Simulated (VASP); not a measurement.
# HCl: single point with PBEsol

The system is HCl.

```
CELL_PARAMETERS angstrom
0.00000 2.75039 2.70063
2.58588 0.00000 2.70063
2.58588 2.75039 0.00000
ATOMIC_POSITIONS crystal
H 0.00000 0.00000 0.00000
Cl 0.50000 0.50000 0.50000
```

This cell differs from its parent crystal: ratio of the length along z to the lengths across it x 0.92, volume and fractional coordinates fixed.

```json
{
  "Program": "VASP 6.6.1",
  "Task": "single point",
  "Functional": "PBEsol",
  "Potentials or basis": "VASP PAW PBE potentials, release 64 (H, Cl)",
  "Cutoff": "520 eV",
  "k mesh": "18 × 18 × 18",
  "Occupations": "gaussian, width 0.15 eV",
  "Spin": "no spin polarisation"
}
```

```
Pressure               : -10.8 GPa
Band gap on the k mesh : zero (bands 4 and 5 overlap by 0.20 eV)
```

Stress tensor (GPa, compression positive):
```
-13.85   0.00   0.00
  0.00  -8.68   0.00
  0.00   0.00  -9.97
```

Levels at points of the mesh, in eV from the Fermi level:
```csv
k point,band 1,band 2,band 3,band 4,band 5,band 6,band 7,band 8
"(0.00, 0.00, 0.00)",-13.34,-0.21,-0.19,-0.11,-0.09,11.64,12.32,12.47
"(0.50, 0.00, 0.00)",-12.87,-3.41,-0.38,-0.31,2.49,7.83,10.86,11.35
"(0.50, 0.50, 0.00)",-12.76,-2.11,-0.99,-0.69,-0.26,9.30,12.29,14.86
"(0.50, 0.00, 0.50)",-12.79,-2.09,-0.91,-0.70,-0.23,9.37,12.08,15.12
"(0.00, 0.50, 0.50)",-12.70,-2.12,-0.98,-0.89,-0.31,9.11,12.81,14.86
```

It took 7.8 min on 1 thread of Oxide Virtual Turin-like Processor, on a shared host, peak memory 0.39 GiB.

Caveat: the stress differs along the axes, from -14 to -9 GPa; the nearest neighbours stand farther apart than a usual bond; semilocal functionals underestimate gaps, and a narrow one can read as zero; the PAW data sets were made with another functional, which shifts forces and pressure a little.
